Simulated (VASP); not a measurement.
Wanted: the native input for a VASP 6.6.1 run.

* Task: single point
* Functional: revPBE
* Potentials or basis: VASP PAW PBE potentials, release 64 (Hf_pv, B)
* Cutoff: 560 eV
* k mesh: 7 × 7 × 5, shifted
* Occupations: fermi-dirac, width 0.2 eV
* Spin: no spin polarisation
* Dipole correction: no
* Mended: yes
* Further INCAR settings: ALGO = Normal; EDIFF = 1e-06; NBANDS = 15; ISYM = -1

The structure of HfB2 lies in POSCAR:

```
HfB2
1.0
    3.1400000000      0.0000000000      0.0000000000
   -1.5700000000      2.7193200000      0.0000000000
    0.0000000000      0.0000000000      3.4800000000
Hf B
1 2
Direct
    0.0000000000      0.0000000000      0.0000000000
    0.3333333333      0.6666666667      0.5000000000
    0.6666666667      0.3333333333      0.5000000000
```

One way to write it, as run:

INCAR

```
SYSTEM = HfB2
ALGO = Normal
EDIFF = 1E-6
ENCUT = 560
GGA = RE
GGA_COMPAT = .False.
ISIF = 2
ISMEAR = -1
ISYM = -1
LASPH = .True.
LCHARG = .False.
LREAL = .False.
LWAVE = .False.
NBANDS = 15
NELM = 120
PREC = Accurate
SIGMA = 0.2
```

KPOINTS

```
explicit points
123
Reciprocal
  0.07142857   0.07142857   0.10000000 2
  0.07142857   0.07142857   0.30000000 2
  0.07142857   0.07142857   0.50000000 2
  0.07142857   0.07142857   0.70000000 2
  0.07142857   0.07142857   0.90000000 2
  0.07142857   0.21428571   0.10000000 2
  0.07142857   0.21428571   0.30000000 2
  0.07142857   0.21428571   0.50000000 2
  0.07142857   0.21428571   0.70000000 2
  0.07142857   0.21428571   0.90000000 2
  0.07142857   0.35714286   0.10000000 2
  0.07142857   0.35714286   0.30000000 2
  0.07142857   0.35714286   0.50000000 2
  0.07142857   0.35714286   0.70000000 2
  0.07142857   0.35714286   0.90000000 2
  0.07142857   0.50000000   0.10000000 2
  0.07142857   0.50000000   0.30000000 2
  0.07142857   0.50000000   0.50000000 2
  0.07142857   0.50000000   0.70000000 2
  0.07142857   0.50000000   0.90000000 2
  0.07142857   0.64285714   0.10000000 2
  0.07142857   0.64285714   0.30000000 2
  0.07142857   0.64285714   0.50000000 2
  0.07142857   0.64285714   0.70000000 2
  0.07142857   0.64285714   0.90000000 2
  0.07142857   0.78571429   0.10000000 2
  0.07142857   0.78571429   0.30000000 2
  0.07142857   0.78571429   0.50000000 2
  0.07142857   0.78571429   0.70000000 2
  0.07142857   0.78571429   0.90000000 2
  0.07142857   0.92857143   0.10000000 2
  0.07142857   0.92857143   0.30000000 2
  0.07142857   0.92857143   0.50000000 2
  0.07142857   0.92857143   0.70000000 2
  0.07142857   0.92857143   0.90000000 2
  0.21428571   0.07142857   0.10000000 2
  0.21428571   0.07142857   0.30000000 2
  0.21428571   0.07142857   0.50000000 2
  0.21428571   0.07142857   0.70000000 2
  0.21428571   0.07142857   0.90000000 2
  0.21428571   0.21428571   0.10000000 2
  0.21428571   0.21428571   0.30000000 2
  0.21428571   0.21428571   0.50000000 2
  0.21428571   0.21428571   0.70000000 2
  0.21428571   0.21428571   0.90000000 2
  0.21428571   0.35714286   0.10000000 2
  0.21428571   0.35714286   0.30000000 2
  0.21428571   0.35714286   0.50000000 2
  0.21428571   0.35714286   0.70000000 2
  0.21428571   0.35714286   0.90000000 2
  0.21428571   0.50000000   0.10000000 2
  0.21428571   0.50000000   0.30000000 2
  0.21428571   0.50000000   0.50000000 2
  0.21428571   0.50000000   0.70000000 2
  0.21428571   0.50000000   0.90000000 2
  0.21428571   0.64285714   0.10000000 2
  0.21428571   0.64285714   0.30000000 2
  0.21428571   0.64285714   0.50000000 2
  0.21428571   0.64285714   0.70000000 2
  0.21428571   0.64285714   0.90000000 2
  0.21428571   0.78571429   0.10000000 2
  0.21428571   0.78571429   0.30000000 2
  0.21428571   0.78571429   0.50000000 2
  0.21428571   0.78571429   0.70000000 2
  0.21428571   0.78571429   0.90000000 2
  0.21428571   0.92857143   0.10000000 2
  0.21428571   0.92857143   0.30000000 2
  0.21428571   0.92857143   0.50000000 2
  0.21428571   0.92857143   0.70000000 2
  0.21428571   0.92857143   0.90000000 2
  0.35714286   0.07142857   0.10000000 2
  0.35714286   0.07142857   0.30000000 2
  0.35714286   0.07142857   0.50000000 2
  0.35714286   0.07142857   0.70000000 2
  0.35714286   0.07142857   0.90000000 2
  0.35714286   0.21428571   0.10000000 2
  0.35714286   0.21428571   0.30000000 2
  0.35714286   0.21428571   0.50000000 2
  0.35714286   0.21428571   0.70000000 2
  0.35714286   0.21428571   0.90000000 2
  0.35714286   0.35714286   0.10000000 2
  0.35714286   0.35714286   0.30000000 2
  0.35714286   0.35714286   0.50000000 2
  0.35714286   0.35714286   0.70000000 2
  0.35714286   0.35714286   0.90000000 2
  0.35714286   0.50000000   0.10000000 2
  0.35714286   0.50000000   0.30000000 2
  0.35714286   0.50000000   0.50000000 2
  0.35714286   0.50000000   0.70000000 2
  0.35714286   0.50000000   0.90000000 2
  0.35714286   0.64285714   0.10000000 2
  0.35714286   0.64285714   0.30000000 2
  0.35714286   0.64285714   0.50000000 2
  0.35714286   0.64285714   0.70000000 2
  0.35714286   0.64285714   0.90000000 2
  0.35714286   0.78571429   0.10000000 2
  0.35714286   0.78571429   0.30000000 2
  0.35714286   0.78571429   0.50000000 2
  0.35714286   0.78571429   0.70000000 2
  0.35714286   0.78571429   0.90000000 2
  0.35714286   0.92857143   0.10000000 2
  0.35714286   0.92857143   0.30000000 2
  0.35714286   0.92857143   0.50000000 2
  0.35714286   0.92857143   0.70000000 2
  0.35714286   0.92857143   0.90000000 2
  0.50000000   0.07142857   0.10000000 2
  0.50000000   0.07142857   0.30000000 2
  0.50000000   0.07142857   0.50000000 2
  0.50000000   0.07142857   0.70000000 2
  0.50000000   0.07142857   0.90000000 2
  0.50000000   0.21428571   0.10000000 2
  0.50000000   0.21428571   0.30000000 2
  0.50000000   0.21428571   0.50000000 2
  0.50000000   0.21428571   0.70000000 2
  0.50000000   0.21428571   0.90000000 2
  0.50000000   0.35714286   0.10000000 2
  0.50000000   0.35714286   0.30000000 2
  0.50000000   0.35714286   0.50000000 2
  0.50000000   0.35714286   0.70000000 2
  0.50000000   0.35714286   0.90000000 2
  0.50000000   0.50000000   0.10000000 2
  0.50000000   0.50000000   0.30000000 2
  0.50000000   0.50000000   0.50000000 1
```

Potentials or basis: VASP PAW PBE potentials, release 64 (Hf_pv, B).

Launch:

```console
$ cat potpaw_PBE.64/Hf_pv/POTCAR potpaw_PBE.64/B/POTCAR > POTCAR
$ mpirun -np 1 vasp_std > vasp.out
```

It gave:

```
Pressure               : 4.2 GPa
Largest force          : 0.024 eV/Å
Band gap on the k mesh : zero (bands 8 and 9 overlap by 0.59 eV)
```

Caveat: the cell stands under pressure; the PAW data sets were made with another functional, which shifts forces and pressure a little; spin-orbit coupling is left out, which moves the levels of the heavy elements.

Run time: 38 s on 1 thread of AMD EPYC 7R13 Processor (Zen 3), on a shared host, peak memory 0.16 GiB.
